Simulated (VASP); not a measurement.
# As in VASP: a series of runs, part 2 of 2

VASP 6.6.1. Earlier steps stand in the parts before.

## (5) Single point, LDA

File INCAR:

```
PREC = Accurate
ENCUT = 520
EDIFF = 1E-6
ISMEAR = 0
SIGMA = 0.01
LREAL = F
LASPH = T
NELM = 60
ALGO = Normal
ISIF = 2
LWAVE = F
LCHARG = T
LDIPOL = T
IDIPOL = 3
DIPOL = 0.5 0.5 0.347
GGA = CA
LELF = T
LVHAR = T
LVACPOTAV = T
NBANDS = 12
```

File KPOINTS:

```
regular mesh
0
Gamma
  6 6 1
```

File POSCAR:

```
As
1.0
    3.5749013640      0.0000000000      0.0000000000
   -1.7874506820      3.0959553972      0.0000000000
    0.0000000000      0.0000000000     26.4156438000
As
2
Direct
    0.3333333333      0.6666666667      0.3206195636
    0.6666666667      0.3333333333      0.3724478490
```

Potentials or basis: VASP PAW LDA potentials, release 64 (As).

Launch:

```
$ cat potpaw_LDA.64/As/POTCAR > POTCAR
$ mpirun -np 1 vasp_std > vasp.out
```

OUTCAR:

```text
PREC = Accurate
   ENCUT = 520
   EDIFF = 1E-6
   ISMEAR = 0
   LREAL = F
   LASPH = T
   NELM = 60
   ISIF = 2
   GGA = CA

 ion  position               nearest neighbor table
   1  0.333  0.667  0.321-   2 2.48   2 2.48   2 2.48
   2  0.667  0.333  0.372-   1 2.48   1 2.48   1 2.48

  LATTYP: Found a hexagonal cell.
 ALAT       =     3.5749013640
 C/A-ratio  =     7.3891951442

  Lattice vectors:

 A1 = (   3.5749013640,   0.0000000000,   0.0000000000)
 A2 = (  -1.7874506820,   3.0959553972,   0.0000000000)
 A3 = (   0.0000000000,   0.0000000000,  26.4156438000)

[... 276 lines left out ...]

  FORCE on cell =-STRESS in cart. coord.  units (eV):
  Direction    XX          YY          ZZ          XY          YZ          ZX
  --------------------------------------------------------------------------------------
  -------------------------------------------------------------------------------------
  Total       -0.6120577     -0.6120577      0.0305408      0.0000000      0.0000000      0.0000000
  in kB       -3.3541540     -3.3541540      0.1673677      0.0000000      0.0000000      0.0000000
  external PRESSURE =      -2.1803134 kB  Pullay stress =       0.0000000 kB

 VOLUME and BASIS-vectors are now :
 -----------------------------------------------------------------------------
  energy-cutoff  :      520.00
  volume of cell :      292.36
      direct lattice vectors                 reciprocal lattice vectors
     3.574901364  0.000000000  0.000000000     0.279727998  0.161501035  0.000000000
    -1.787450682  3.095955397  0.000000000     0.000000000  0.323002069  0.000000000
     0.000000000  0.000000000 26.415643800     0.000000000  0.000000000  0.037856355

 POSITION                                       TOTAL-FORCE (eV/Angst)
 -----------------------------------------------------------------------------------
     -0.00000      2.06397      8.46937        -0.000000      0.000000     -0.023162
      1.78745      1.03199      9.83845         0.000000     -0.000000      0.023162
 -----------------------------------------------------------------------------------
    total drift:                               -0.000000      0.000000     -0.000007

  FREE ENERGIE OF THE ION-ELECTRON SYSTEM (eV)
  ---------------------------------------------------
  free  energy   TOTEN  =       -10.4239570523 eV

  energy  without entropy=      -10.4239570523  energy(sigma->0) =      -10.42395705

 vacuum level on the upper side and lower side of the slab         1.488         1.488
```

OSZICAR:

```text
N       E                     dE             d eps       ncg     rms          rms(c)
DAV:   1     0.624509768464E+02    0.62451E+02   -0.26749E+03   168   0.524E+02
DAV:   2    -0.329007104062E+01   -0.65741E+02   -0.58692E+02   264   0.883E+01
DAV:   3    -0.104280531360E+02   -0.71380E+01   -0.71083E+01   256   0.387E+01
DAV:   4    -0.105300487007E+02   -0.10200E+00   -0.10195E+00   216   0.521E+00
DAV:   5    -0.105308346282E+02   -0.78593E-03   -0.78591E-03   216   0.504E-01    0.359E+00
DAV:   6    -0.104591874893E+02    0.71647E-01   -0.32610E-02   220   0.790E-01    0.209E+00
DAV:   7    -0.104234191254E+02    0.35768E-01   -0.58412E-02   196   0.106E+00    0.113E-01
DAV:   8    -0.104234266521E+02   -0.75267E-05   -0.13442E-03   204   0.190E-01    0.327E-02
DAV:   9    -0.104234789913E+02   -0.52339E-04   -0.71601E-05   236   0.447E-02    0.202E-02
DAV:  10    -0.104235880927E+02   -0.10910E-03   -0.71235E-05   212   0.285E-02    0.806E-03
DAV:  11    -0.104236512106E+02   -0.63118E-04   -0.95682E-06   212   0.106E-02    0.614E-03
DAV:  12    -0.104238449681E+02   -0.19376E-03   -0.71009E-05   180   0.236E-02    0.226E-03
DAV:  13    -0.104238841482E+02   -0.39180E-04   -0.18151E-06   236   0.478E-03    0.186E-03
DAV:  14    -0.104239312467E+02   -0.47099E-04   -0.36880E-06   204   0.461E-03    0.126E-03
DAV:  15    -0.104239414263E+02   -0.10180E-04   -0.17900E-07   244   0.104E-03    0.438E-04
DAV:  16    -0.104239505189E+02   -0.90926E-05   -0.40625E-07   208   0.134E-03    0.517E-04
DAV:  17    -0.104239563598E+02   -0.58409E-05   -0.19593E-07   184   0.838E-04    0.229E-04
DAV:  18    -0.104239570523E+02   -0.69257E-06   -0.77370E-09   160   0.216E-04
   1 F= -.10423957E+02 E0= -.10423957E+02  d E =-.903758E-14
```

Run time: 51 s. Hardware: 1 thread of AMD EPYC 7R13, shared host; peak memory 0.25 GiB.

Results:

```
Free energy            : -10.4240 eV
Largest force          : 0.023 eV/Å
Band gap on the k mesh : 1.59 eV (least direct gap 1.93 eV)
```

Forces in eV/Å, atoms in the order of the input:
```
As   0.000  0.000 -0.023
As   0.000  0.000  0.023
```

## (6) Single point, r2SCAN

POSCAR is that of step 5.

File INCAR.step1:

```
SYSTEM = As
PREC = Accurate
ENCUT = 520
ISMEAR = 0
SIGMA = 0.01
LREAL = .False.
LASPH = .True.
NELM = 100
LDIPOL = .True.
IDIPOL = 3
DIPOL = 0.5 0.5 0.347
NBANDS = 12
GGA = PE
ALGO = Normal
EDIFF = 1E-4
LWAVE = .True.
LCHARG = .False.
```

File INCAR.step2:

```
SYSTEM = As
PREC = Accurate
ENCUT = 520
EDIFF = 1E-6
ISMEAR = 0
SIGMA = 0.01
LREAL = .False.
LASPH = .True.
NELM = 100
ALGO = Normal
ISIF = 2
LWAVE = .False.
LCHARG = .False.
LDIPOL = .True.
IDIPOL = 3
DIPOL = 0.5 0.5 0.347
METAGGA = R2SCAN
LMIXTAU = .True.
NBANDS = 12
ISTART = 1
```

File KPOINTS:

```
regular mesh
0
Gamma
  6 6 1
  0 0 0
```

Potentials or basis: VASP PAW PBE potentials, release 64 (As).

Launch:

```
$ cat potpaw_PBE.64/As/POTCAR > POTCAR
$ cp INCAR.step1 INCAR
$ mpirun -np 1 vasp_std > vasp.out
$ cp INCAR.step2 INCAR
$ mpirun -np 1 vasp_std > vasp.out
```

OUTCAR:

```text
SYSTEM = As
   PREC = Accurate
   ENCUT = 520
   EDIFF = 1E-6
   ISMEAR = 0
   LREAL = .False.
   LASPH = .True.
   NELM = 100
   ISIF = 2
   METAGGA = R2SCAN
   ISTART = 1

 ion  position               nearest neighbor table
   1  0.333  0.667  0.321-   2 2.48   2 2.48   2 2.48
   2  0.667  0.333  0.372-   1 2.48   1 2.48   1 2.48

  LATTYP: Found a hexagonal cell.
 ALAT       =     3.5749013640
 C/A-ratio  =     7.3891951442

  Lattice vectors:

 A1 = (   3.5749013640,   0.0000000000,   0.0000000000)
 A2 = (  -1.7874506820,   3.0959553972,   0.0000000000)
 A3 = (   0.0000000000,   0.0000000000,  26.4156438000)

Analysis of symmetry for initial positions (statically):
=====================================================================
 Subroutine PRICEL returns:
 Original cell was already a primitive cell.

 Routine SETGRP: Setting up the symmetry group for a
 hexagonal supercell.

 Subroutine GETGRP returns: Found 12 space group operations
 (whereof  6 operations were pure point group operations)
[... 167 lines left out ...]
      6      -1.7499      0.00000
      7      -0.4272      0.00000
      8      -0.4272      0.00000
      9       1.2819      0.00000
     10       1.3998      0.00000
     11       1.7967      0.00000
     12       2.0094      0.00000
[... 76 lines left out ...]
 k-point     7 :       0.3333    0.3333    0.0000
  band No.  band energies     occupation
      1     -14.6115      2.00000
      2     -14.6114      2.00000
      3      -8.8796      2.00000
      4      -6.2615      2.00000
      5      -6.2615      2.00000
      6      -1.8894      0.00000
      7       0.8992      0.00000
      8       0.8992      0.00000
      9       4.6287      0.00000
     10       5.5041      0.00000
     11       5.5050      0.00000
     12       6.2265      0.00000

------------------------ aborting loop because EDIFF is reached ----------------------------------------

 vacuum level on the upper side and lower side of the slab       (xc-potential included)         0.018         0.018

  FORCE on cell =-STRESS in cart. coord.  units (eV):
  Direction    XX          YY          ZZ          XY          YZ          ZX
  --------------------------------------------------------------------------------------
  -------------------------------------------------------------------------------------
  Total        0.0998438      0.0998438      0.0464374      0.0000000      0.0000000      0.0000000
  in kB        0.5471570      0.5471570      0.2544830      0.0000000      0.0000000      0.0000000
  external PRESSURE =       0.4495990 kB  Pullay stress =       0.0000000 kB

 VOLUME and BASIS-vectors are now :
 -----------------------------------------------------------------------------
  energy-cutoff  :      520.00
  volume of cell :      292.36
      direct lattice vectors                 reciprocal lattice vectors
     3.574901364  0.000000000  0.000000000     0.279727998  0.161501035  0.000000000
    -1.787450682  3.095955397  0.000000000     0.000000000  0.323002069  0.000000000
     0.000000000  0.000000000 26.415643800     0.000000000  0.000000000  0.037856355

 POSITION                                       TOTAL-FORCE (eV/Angst)
 -----------------------------------------------------------------------------------
     -0.00000      2.06397      8.46937         0.000000     -0.000000     -0.035424
      1.78745      1.03199      9.83845        -0.000000      0.000000      0.035424
 -----------------------------------------------------------------------------------
    total drift:                                0.000000     -0.000000      0.000036

  FREE ENERGIE OF THE ION-ELECTRON SYSTEM (eV)
  ---------------------------------------------------
  free  energy   TOTEN  =       -29.3616719500 eV

  energy  without entropy=      -29.3616719500  energy(sigma->0) =      -29.36167195

 vacuum level on the upper side and lower side of the slab         1.463         1.462
```

Run time: 3 min. Hardware: 1 thread of AMD EPYC 7R13, shared host; peak memory 0.36 GiB.

Results:

```
Free energy            : -29.3617 eV
Largest force          : 0.035 eV/Å
Band gap on the k mesh : 1.99 eV (least direct gap 2.52 eV)
```

Forces in eV/Å, atoms in the order of the input:
```
As   0.000  0.000 -0.035
As   0.000  0.000  0.035
```

Caveat: the PAW data sets were made with another functional, which shifts forces and pressure a little.

## (7) Summary

| level | potentials or basis | gap on the mesh (eV) | largest force (eV/Å) |
| --- | --- | --- | --- |
| PBE | VASP PAW PBE potentials, release 64 (As) | 1.67 | 0.46 |
| LDA | VASP PAW LDA potentials, release 64 (As) | 1.59 | 0.02 |
| r2SCAN | VASP PAW PBE potentials, release 64 (As) | 1.99 | 0.04 |

Alike in all rows: task single point; no spin polarisation; cell as given; k mesh 6 × 6 × 1; cutoff (eV) 520; smearing gaussian 0.01 eV.

Caveats: the PAW data sets were made with another functional, which shifts forces and pressure a little (at least some runs).

Total energies depend on the potentials used, so only differences within one code and one set of settings carry meaning.
